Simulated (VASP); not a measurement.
Set up this calculation in VASP 6.6.1, as the native input.

```yaml
Task: single point
Functional: PBE
Potentials_or_basis: VASP PAW PBE potentials, release 64 (Mo_sv)
Cutoff: 520 eV
k_mesh: 16 × 16 × 16
Occupations: gaussian, width 0.1 eV
Spin: no spin polarisation
Dipole_correction: no
Further_INCAR_settings: ALGO = Normal; EDIFF = 1e-07; NBANDS = 21
```

The structure of Mo lies in POSCAR:

```
Mo
1.0
    3.0341780968      0.0000000000      0.0000000000
    0.0000000000      3.0341780968      0.0000000000
    0.0000000000      0.0000000000      3.0341780968
Mo
2
Direct
    0.0000000000      0.0000000000      0.0000000000
    0.5000000000      0.5000000000      0.5000000000
```

This cell differs from its parent crystal: equal strain along all axes, cell held: -4.0 %.

One way to write it, as run:

INCAR

```
SYSTEM = Mo
ALGO = Normal
EDIFF = 1E-7
ENCUT = 520
GGA = PE
ISIF = 2
ISMEAR = 0
LASPH = .True.
LCHARG = .True.
LELF = .True.
LREAL = .False.
LVHAR = .True.
LWAVE = .False.
NBANDS = 21
NELM = 80
PREC = Accurate
SIGMA = 0.1
```

KPOINTS

```
k-points
0
Gamma
  16 16 16
  0 0 0
```

Potentials or basis: VASP PAW PBE potentials, release 64 (Mo_sv).

Command:

```sh
$ cat potpaw_PBE.64/Mo_sv/POTCAR > POTCAR
$ mpirun -np 1 vasp_std > vasp.out
```

Results of the run:

```
Pressure               : 41.9 GPa
Band gap on the k mesh : zero (band 14 reaches 16.47 eV, above the bottom of band 15 at 13.74 eV)
```

Caveat: the cell differs from its parent crystal (equal strain along all axes, cell held: -4.0 %).

Run time: 21 s on 1 thread of Intel(R) Xeon(R) 6975P-C (Granite Rapids), on a shared host, peak memory 0.19 GiB.
